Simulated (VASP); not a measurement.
NbAu2: vibrations by perturbation theory with LDA

The system is NbAu2.

```xyz
3
Lattice="4.5577 0.0000 0.0000 -2.2788 3.9471 0.0000 0.0000 0.0000 2.6929" Properties=species:S:1:pos:R:3 pbc="T T T"
Nb    0.0000    0.0000    0.0000
Au    0.0000    2.6314    1.3465
Au    2.2788    1.3157    1.3465
```

| Quantity | Value |
| --- | --- |
| Program | VASP 6.6.1 |
| Task | vibrations by perturbation theory |
| Functional | LDA |
| Potentials or basis | VASP PAW LDA potentials, release 64 (Nb_sv, Au) |
| Cutoff | 520 eV |
| k mesh | 12 × 12 × 16 |
| Occupations | fermi-dirac, width 0.15 eV |
| Spin | no spin polarisation |
| Dipole correction | no |
| Further INCAR settings | ALGO = Normal; EDIFF = 1e-08; IBRION = 8; NSW = 1 |

```
Highest phonon frequency at Γ : 190 cm⁻¹
```

Phonon frequencies in cm⁻¹ (negative: imaginary):
```csv
q point,frequencies
"(0.000, 0.000, 0.000)",-1 -1 0 58 122 169 169 190 190
```

Run time: 58 min on 1 thread of Oxide Virtual Turin-like Processor, with other jobs on the host, peak memory 1.4 GiB.

Caveat: the cell stands under pressure or tension, which shifts response properties.
